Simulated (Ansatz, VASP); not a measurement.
**One calculation of LiF, two programs**

```
Li F
1.0
     0.00000    2.03406    2.03406
     2.03406    0.00000    2.03406
     2.03406    2.03406    0.00000
Li F
1 1
Direct
  0.00000 0.00000 0.00000
  0.50000 0.50000 0.50000
```

Alike in both runs: task single point; functional PBE; k mesh 8 × 8 × 8; occupations gaussian, width 0.05 eV; no spin polarisation.

|  | VASP | Ansatz |
| --- | --- | --- |
| version | VASP 6.6.1 | Ansatz 0.2.0 |
| potentials or method | VASP PAW PBE potentials, release 64 (Li_sv, F), cutoff 520 eV | scalar-relativistic, plane waves, PAW |
| valence electrons in the cell | 10 | 10 |

```tsv
	VASP	Ansatz	Ansatz less VASP
gap on the k mesh at the Fermi level (eV)	8.83	8.83	+0.002
least direct gap on the mesh (eV)	8.83	8.83	+0.002
```

The functional is the same, so the differences come from potentials, cutoffs and numerics.

Noted on VASP's run: the cutoff is short for stress, so the pressure is rough.
